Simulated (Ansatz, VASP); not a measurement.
## Two plane-wave programs on CdF2

POSCAR

```
CdF2
1.0
    0.0000000000      2.6399178644      2.6399178644
    2.6399178644      0.0000000000      2.6399178644
    2.6399178644      2.6399178644      0.0000000000
Cd F
1 2
Direct
    0.0000000000      0.0000000000      0.0000000000
    0.2500000000      0.2500000000      0.2500000000
    0.7500000000      0.7500000000      0.7500000000
```

INCAR.step1

```
  PREC = Accurate
  ENCUT = 520
  ISMEAR = 0
  SIGMA = 0.02
  LREAL = False
  LASPH = True
  NELM = 100
  NBANDS = 20
  GGA = PE
  ALGO = Normal
  EDIFF = 1E-4
  LWAVE = True
  LCHARG = False
```

File INCAR.step2:

```
  PREC = Accurate
  ENCUT = 520
  EDIFF = 1E-6
  ISMEAR = 0
  SIGMA = 0.02
  LREAL = False
  LASPH = True
  NELM = 100
  ALGO = Normal
  ISIF = 2
  LWAVE = False
  LCHARG = False
  METAGGA = R2SCAN
  LMIXTAU = True
  NBANDS = 20
  ISTART = 1
```

KPOINTS

```
regular mesh
0
Gamma
  8 8 8
```

Input for Ansatz:

```yaml
crystal:
  lattice:
    - [0.0, 2.6399178644, 2.6399178644]
    - [2.6399178644, 0.0, 2.6399178644]
    - [2.6399178644, 2.6399178644, 0.0]
  atoms:
    - { symbol: Cd, position: [0.0, 0.0, 0.0] }
    - { symbol: F, position: [0.25, 0.25, 0.25] }
    - { symbol: F, position: [0.75, 0.75, 0.75] }
basis:
  ecutwfc: 500
kpoints:
  mp_grid: { grid: [8, 8, 8] }
  band_path: { path: [VBM, CBM], npoints: 2 }
hamiltonian:
  xc: r2scan
scf:
  occupations: { method: gaussian, width: 0.02 }
output:
  forces: true
  stress: true
  eigenvalues: true
checkpoint:
  read: start.run
  write: ck
  compress: false
  write_wavefunctions: false
  write_every: 100000
```

Alike in both runs: task single point; functional r2SCAN; k mesh 8 × 8 × 8; occupations gaussian, width 0.02 eV; no spin polarisation.

|  | VASP | Ansatz |
| --- | --- | --- |
| version | VASP 6.6.1 | Ansatz 0.2.0 |
| potentials or method | VASP PAW PBE potentials, release 64 (Cd, F), cutoff 520 eV | scalar-relativistic, plane waves, PAW |
| valence electrons in the cell | 26 | 34 |

Ansatz gave:

| Quantity | Value |
| --- | --- |
| gap on the k mesh at the Fermi level (eV) | 4.02 |
| least direct gap on the mesh (eV) | 4.44 |
| pressure (GPa) | 8.0 |

Q: Which values does VASP return?

A: gap on the k mesh at the Fermi level (eV): 3.97; least direct gap on the mesh (eV): 4.38; pressure (GPa): 9.4.

VASP's potentials were made for PBE, not for r2SCAN. VASP's potentials hold 26 valence electrons a cell and Ansatz's 34, so a difference there can come from the potentials and not from the codes.
